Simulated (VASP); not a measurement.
# ZrC (Fm-3m) in VASP: single point with PBEsol

Aim: the single point of ZrC with PBEsol.

All numbers are computed with VASP 6.6.1; they aren't measurements. Logs are shortened: lines on timing, memory, paths and dates and some standing lists are left out, and cuts for length are marked.

## Step 1: The cell of the first run

Symmetry: Fm-3m, No. 225, cubic system. Conventional cell: a = 4.716 Å, b = 4.716 Å, c = 4.716 Å, α = 90.00°, β = 90.00°, γ = 90.00°. Zr (site symmetry m-3m) has 6 C at 2.36 Å within 3.1 Å. Within 3.1 Å of C (site symmetry m-3m) lie 6 Zr at 2.36 Å.

## Step 2: Single point, PBEsol (volume scaled by 1.01)

INCAR reads:

```
  PREC = Accurate
  ENCUT = 600
  EDIFF = 1E-6
  ISMEAR = -1
  SIGMA = 0.05
  LREAL = False
  LASPH = True
  NELM = 120
  ALGO = Normal
  ISIF = 2
  LWAVE = False
  LCHARG = True
  GGA = PS
  LELF = True
  LVHAR = True
  NBANDS = 15
  GGA_COMPAT = False
```

KPOINTS reads:

```
Automatic mesh
0
Gamma
  15 15 15
```

POSCAR reads:

```
ZrC
1.0
    0.0000000000      2.3580180640      2.3580180640
    2.3580180640      0.0000000000      2.3580180640
    2.3580180640      2.3580180640      0.0000000000
Zr C
1 1
Direct
    0.5000000000      0.5000000000      0.5000000000
    0.0000000000      0.0000000000      0.0000000000
```

Potentials or basis: VASP PAW PBE potentials, release 64 (Zr_sv, C).

Started as:

```bash
> cat potpaw_PBE.64/Zr_sv/POTCAR potpaw_PBE.64/C/POTCAR > POTCAR
> mpirun -np 1 vasp_std > vasp.out
```

OUTCAR:

```text
PREC = Accurate
   ENCUT = 600
   EDIFF = 1E-6
   ISMEAR = -1
   LREAL = False
   LASPH = True
   NELM = 120
   ISIF = 2
   GGA = PS

 ion  position               nearest neighbor table
   1  0.500  0.500  0.500-   2 2.36   2 2.36   2 2.36   2 2.36   2 2.36   2 2.36
   2  0.000  0.000  0.000-   1 2.36   1 2.36   1 2.36   1 2.36   1 2.36   1 2.36

  LATTYP: Found a face centered cubic cell.
 ALAT       =     4.7160361280

  Lattice vectors:

 A1 = (   0.0000000000,   2.3580180640,   2.3580180640)
 A2 = (   2.3580180640,   0.0000000000,   2.3580180640)
 A3 = (   2.3580180640,   2.3580180640,   0.0000000000)

Analysis of symmetry for initial positions (statically):
=====================================================================
 Subroutine PRICEL returns:
 Original cell was already a primitive cell.

 Routine SETGRP: Setting up the symmetry group for a
 face centered cubic supercell.

 Subroutine GETGRP returns: Found 48 space group operations
 (whereof 48 operations were pure point group operations)
 out of a pool of 48 trial point group operations.

The static configuration has the point symmetry O_h .

Analysis of symmetry for dynamics (positions and initial velocities):
=====================================================================
 Subroutine PRICEL returns:
 Original cell was already a primitive cell.

 Routine SETGRP: Setting up the symmetry group for a
 face centered cubic supercell.

 Subroutine GETGRP returns: Found 48 space group operations
 (whereof 48 operations were pure point group operations)
 out of a pool of 48 trial point group operations.

The dynamic configuration has the point symmetry O_h .

 Subroutine INISYM returns: Found 48 space group operations
 (whereof 48 operations are pure point group operations),
 and found     1 'primitive' translations

----------------------------------------------------------------------------------------

                                     Primitive cell

  volume of cell :      26.2223

  direct lattice vectors                    reciprocal lattice vectors
     0.000000000  2.358018064  2.358018064    -0.212042481  0.212042481  0.212042481
     2.358018064  0.000000000  2.358018064     0.212042481 -0.212042481  0.212042481
     2.358018064  2.358018064  0.000000000     0.212042481  0.212042481 -0.212042481

  length of vectors
     3.334741126  3.334741126  3.334741126     0.367268350  0.367268350  0.367268350

  position of ions in fractional coordinates (direct lattice)
     0.500000000  0.500000000  0.500000000
[... 88 lines left out ...]
   PSTRESS=    0.0 pullay stress
   NELECT =      16.0000    total number of electrons
   NUPDOWN=      -1.0000    fix difference up-down
   EMIN   =  10.00;   EMAX   =-10.00  energy-range for DOS
   EFERMI =   0.00;   METHOD = LEGACY
   ISMEAR =    -1;   SIGMA  =   0.05  broadening in eV -4-tet -1-fermi 0-gaus
   EFERMI_NEDOS =   21; number of points for ismear=-14 and -15
   IALGO  =     38    algorithm
   IMIX   =      4    mixing-type and parameters
     AMIX     =   0.40;   BMIX     =  1.00
     AMIX_MAG =   1.60;   BMIX_MAG =  1.00
  volume/ion in A,a.u.               =      13.11        88.48
  Fermi-wavevector in a.u.,A,eV,Ry     =   1.388538  2.623956 26.232538  1.928037
  Thomas-Fermi vector in A             =   2.512654
   LORBIT       =      0    0 simple, 1 ext, 2 COOP (PROOUT), +10 PAW based schemes
   GGA     = PS    functional components
   LHFCALC =     F    Hartree Fock is set to
   AEXX    =    0.0000 exact exchange contribution
   IVDW    =     0    specifies the selected vdW correction
   LEPSILON=     F    determine dielectric tensor
   LRPA    =     F    only Hartree local field effects (RPA)
 non-spin polarized calculation
  energy-cutoff  :      600.00
  volume of cell :       26.22
 maximum number of plane-waves:       899
   NGX = 13   NGY = 13   NGZ = 13

 number of electron      16.0000000 magnetization

 Free energy of the ion-electron system (eV)
  ---------------------------------------------------
  ext. energy  EPLUGINS =         0.00000000
  ---------------------------------------------------
  free energy    TOTEN  =       -20.56052332 eV

  energy without entropy =      -20.55792423  energy(sigma->0) =      -20.55922378

 E-fermi :   9.3638     XC(G=0): -12.2309

 val. band max:        9.3518318423   @ k =   0.3333   0.2667   0.0000
 cond. band min:       9.3797638170   @ k =   0.4000   0.3333   0.0000
 fundamental gap:      0.0279319747
 Fermi energy:         9.3637589844

 k-point     1 :       0.0000    0.0000    0.0000
  band No.  band energies     occupation
      1     -38.6342      2.00000
      2     -16.3819      2.00000
      3     -16.3819      2.00000
      4     -16.3819      2.00000
      5      -1.8686      2.00000
      6      10.3270      0.00000
      7      10.3270      0.00000
      8      10.3270      0.00000
      9      10.4321      0.00000
     10      10.4321      0.00000
     11      10.4321      0.00000
     12      12.1555      0.00000
     13      12.1555      0.00000
     14      16.5565      0.00000
[... 401 lines left out ...]
      2     -16.6195      2.00000
      3     -16.4511      2.00000
      4     -16.4422      2.00000
      5      -1.0899      2.00000
      6       7.0574      2.00000
      7       8.6776      2.00000
      8       8.9352      1.99962
      9       9.9203      0.00003
     10      12.2826      0.00000
     11      12.6876      0.00000
     12      13.3136      0.00000
     13      15.1864      0.00000
     14      18.6480      0.00000
     15      21.8909      0.00000

 [... further k-points ...]

------------------------ aborting loop because EDIFF is reached ----------------------------------------

  FORCE on cell =-STRESS in cart. coord.  units (eV):
  Direction    XX          YY          ZZ          XY          YZ          ZX
  --------------------------------------------------------------------------------------
  -------------------------------------------------------------------------------------
  Total       -1.0524565     -1.0524565     -1.0524565      0.0000000      0.0000000      0.0000000
  in kB      -64.3047923    -64.3047923    -64.3047923      0.0000000      0.0000000      0.0000000
  external PRESSURE =     -64.3047923 kB  Pullay stress =       0.0000000 kB

 VOLUME and BASIS-vectors are now :
 -----------------------------------------------------------------------------
  energy-cutoff  :      600.00
  volume of cell :       26.22
      direct lattice vectors                 reciprocal lattice vectors
     0.000000000  2.358018064  2.358018064    -0.212042481  0.212042481  0.212042481
     2.358018064  0.000000000  2.358018064     0.212042481 -0.212042481  0.212042481
     2.358018064  2.358018064  0.000000000     0.212042481  0.212042481 -0.212042481

 POSITION                                       TOTAL-FORCE (eV/Angst)
 -----------------------------------------------------------------------------------
      2.35802      2.35802      2.35802        -0.000000     -0.000000      0.000000
      0.00000      0.00000      0.00000         0.000000      0.000000     -0.000000
 -----------------------------------------------------------------------------------
    total drift:                                0.000000      0.000000      0.000000

  FREE ENERGIE OF THE ION-ELECTRON SYSTEM (eV)
  ---------------------------------------------------
  free  energy   TOTEN  =       -20.5605233237 eV

  energy  without entropy=      -20.5579242307  energy(sigma->0) =      -20.55922378
```

Run time: 40 s. Hardware: 1 thread of Intel Xeon Platinum 8559C (Emerald Rapids), shared host; peak memory 0.19 GiB.

What came out:

* Free energy: -20.5605 eV
* Pressure: -6.4 GPa
* Band gap on the k mesh: zero (band 8 reaches 10.33 eV, above the bottom of band 9 at 9.01 eV)

Caveat: the PAW data sets were made with another functional, which shifts forces and pressure a little.
